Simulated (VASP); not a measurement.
AlN, 4 atoms in the cell. It takes space group P6_3mc (No. 186, hexagonal). The conventional cell has a = 3.073 Å, b = 3.073 Å, c = 5.113 Å, α = 90.00°, β = 90.00°, γ = 120.00°. Al (site symmetry 3m) has 4 N at 1.88 to 1.94 Å within 2.5 Å. Within 2.5 Å of N (site symmetry 3m) lie 4 Al at 1.88 to 1.94 Å. 

- Program: VASP 6.6.1
- Task: single point
- Functional: revPBE
- Potentials or basis: VASP PAW PBE potentials, release 64 (Al, N)
- Cutoff: 600 eV
- k mesh: 7 × 7 × 4
- Occupations: fermi-dirac, width 0.05 eV
- Spin: no spin polarisation
- Dipole correction: no
- Further INCAR settings: ALGO = Normal; EDIFF = 1e-06; NBANDS = 16

Potentials or basis: VASP PAW PBE potentials, release 64 (Al, N).

The run is started by

```bash
$ cat potpaw_PBE.64/Al/POTCAR potpaw_PBE.64/N/POTCAR > POTCAR
$ mpirun -np 1 vasp_std > vasp.out
```

Hardware: 1 thread of Intel(R) Xeon(R) Platinum 8559C (Emerald Rapids) (shared host).

Problem. Estimate the wall time of this run.

Solution. It took 11 s on 1 thread of Intel(R) Xeon(R) Platinum 8559C (Emerald Rapids), on a shared host, peak memory 0.17 GiB. Counts: scf iterations 13, k points 24.
